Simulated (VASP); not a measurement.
# HfN in VASP: further runs, part 2 of 2

VASP 6.6.1.

## Step 3: Single point, PBE+D3(BJ)

This run uses another cell than the first one.

INCAR reads:

```
SYSTEM = HfN
PREC = Accurate
ENCUT = 520
EDIFF = 1E-6
ISMEAR = 0
SIGMA = 0.1
LREAL = Auto
LASPH = .TRUE.
NELM = 80
ALGO = Normal
ISIF = 2
LWAVE = .FALSE.
LCHARG = .FALSE.
LDIPOL = .TRUE.
IDIPOL = 3
DIPOL = 0.5 0.5 0.500
GGA = PE
IVDW = 12
NBANDS = 108
```

KPOINTS reads:

```
regular mesh
0
G
  6 6 1
  0 0 0
```

POSCAR reads:

```
HfN
1.0
    6.3878118647      0.0000000000      0.0000000000
   -3.1939059323      5.5320073494      0.0000000000
    0.0000000000      0.0000000000     23.5195331839
N Hf
12 12
Direct
    0.1666666667      0.3333333333      0.3614017308
    0.1666666667      0.8333333333      0.3614017308
    0.6666666667      0.3333333333      0.3614017308
    0.6666666667      0.8333333333      0.3614017308
    0.5000000000      0.5000000000      0.4722803462
    0.5000000000      0.0000000000      0.4722803462
    0.0000000000      0.5000000000      0.4722803462
    0.0000000000      0.0000000000      0.4722803462
    0.8333333333      0.6666666667      0.5833877402
    0.8333333333      0.1666666667      0.5833877402
    0.3333333333      0.6666666667      0.5833877402
    0.3333333333      0.1666666667      0.5833877402
    0.3333333333      0.1666666667      0.4168410385
    0.3333333333      0.6666666667      0.4168410385
    0.8333333333      0.1666666667      0.4168410385
    0.8333333333      0.6666666667      0.4168410385
    0.6666666667      0.3333333333      0.5300446162
    0.6666666667      0.8333333333      0.5300446162
    0.1666666667      0.3333333333      0.5300446162
    0.1666666667      0.8333333333      0.5300446162
    0.0000000000      0.5000000000      0.6389701454
    0.0000000000      0.0000000000      0.6389701454
    0.5000000000      0.5000000000      0.6389701454
    0.5000000000      0.0000000000      0.6389701454
```

Potentials or basis: VASP PAW PBE potentials, release 64 (N, Hf_pv).

Started as:

```bash
$ cat potpaw_PBE.64/N/POTCAR potpaw_PBE.64/Hf_pv/POTCAR > POTCAR
$ mpirun -np 1 vasp_std > vasp.out
```

OUTCAR:

```text
SYSTEM = HfN
   PREC = Accurate
   ENCUT = 520
   EDIFF = 1E-6
   ISMEAR = 0
   LREAL = Auto
   LASPH = .TRUE.
   NELM = 80
   ISIF = 2
   GGA = PE
   IVDW = 12
 IVDW          = 12

 ion  position               nearest neighbor table
   1  0.167  0.333  0.361-  13 2.26  14 2.26  15 2.26
   2  0.167  0.833  0.361-  14 2.26  13 2.26  16 2.26
   3  0.667  0.333  0.361-  15 2.26  16 2.26  13 2.26
   4  0.667  0.833  0.361-  16 2.26  15 2.26  14 2.26
   5  0.500  0.500  0.472-  13 2.26  16 2.26  14 2.26  18 2.29  19 2.29  17 2.29
   6  0.500  0.000  0.472-  14 2.26  15 2.26  13 2.26  17 2.29  20 2.29  18 2.29
   7  0.000  0.500  0.472-  15 2.26  14 2.26  16 2.26  20 2.29  17 2.29  19 2.29
   8  0.000  0.000  0.472-  16 2.26  13 2.26  15 2.26  19 2.29  18 2.29  20 2.29
[... 987 lines left out ...]
  external pressure =      -25.69 kB  Pullay stress =        0.00 kB

 VOLUME and BASIS-vectors are now :
 -----------------------------------------------------------------------------
  energy-cutoff  :      520.00
  volume of cell :      831.12
      direct lattice vectors                 reciprocal lattice vectors
     6.387811865  0.000000000  0.000000000     0.156548130  0.090383105  0.000000000
    -3.193905932  5.532007349  0.000000000     0.000000000  0.180766210  0.000000000
     0.000000000  0.000000000 23.519533184     0.000000000  0.000000000  0.042517851

 POSITION                                       TOTAL-FORCE (eV/Angst)
 -----------------------------------------------------------------------------------
      0.00000      1.84400      8.50000         0.000000      0.000000      4.747701
     -1.59695      4.61001      8.50000         0.000000      0.000000      4.747701
      3.19391      1.84400      8.50000         0.000000      0.000000      4.747701
      1.59695      4.61001      8.50000         0.000000     -0.000000      4.747701
      1.59695      2.76600     11.10781        -0.000000     -0.000000      1.686459
      3.19391      0.00000     11.10781        -0.000000      0.000000      1.686459
[... 16 lines left out ...]
      1.59695      2.76600     15.02828        -0.000000     -0.000000     -0.126287
      3.19391      0.00000     15.02828        -0.000000     -0.000000     -0.126287
 -----------------------------------------------------------------------------------
    total drift:                               -0.000000      0.000000      0.009972

  FREE ENERGIE OF THE ION-ELECTRON SYSTEM (eV)
  ---------------------------------------------------
  free  energy   TOTEN  =      -248.5488697653 eV

  energy  without entropy=     -248.4200775726  energy(sigma->0) =     -248.48447367

 vacuum level on the upper side and lower side of the slab         2.619         6.463
```

Run time: 28 min. Hardware: 1 thread of Intel Xeon 6975P-C (Granite Rapids), shared host; peak memory 1 GiB.

Results:

```
Free energy                : -248.5489 eV
Largest force              : 6.332 eV/Å
Band gap on the k mesh     : zero (bands 90 and 91 overlap by 0.44 eV)
Dispersion energy per atom : -0.264 eV
```

Forces in eV/Å, atoms in the order of the input:
```
N    0.000  0.000  4.748
N    0.000  0.000  4.748
N    0.000  0.000  4.748
N    0.000  0.000  4.748
N    0.000  0.000  1.686
N    0.000  0.000  1.686
N    0.000  0.000  1.686
N    0.000  0.000  1.686
N    0.000  0.000 -0.017
N    0.000  0.000 -0.017
N    0.000  0.000 -0.017
N    0.000  0.000 -0.017
Hf   0.000  0.000 -6.332
Hf   0.000  0.000 -6.332
Hf   0.000  0.000 -6.332
Hf   0.000  0.000 -6.332
Hf   0.000  0.000  0.041
Hf   0.000  0.000  0.041
Hf   0.000  0.000  0.041
Hf   0.000  0.000  0.041
Hf   0.000  0.000 -0.126
Hf   0.000  0.000 -0.126
Hf   0.000  0.000 -0.126
Hf   0.000  0.000 -0.126
```

Levels at points of the mesh, in eV from the Fermi level:
| k point | band 86 | band 87 | band 88 | band 89 | band 90 | band 91 | band 92 | band 93 | band 94 | band 95 |
| --- | --- | --- | --- | --- | --- | --- | --- | --- | --- | --- |
| (0.00, 0.00, 0.00) | -0.03 | -0.03 | -0.03 | 0.29 | 0.32 | 0.32 | 0.32 | 0.82 | 0.82 | 0.97 |
| (0.50, 0.00, 0.00) | -0.40 | -0.25 | -0.25 | -0.14 | -0.14 | -0.12 | -0.12 | 1.00 | 1.00 | 1.14 |

Caveat: spin-orbit coupling is left out, which moves the levels of the heavy elements.
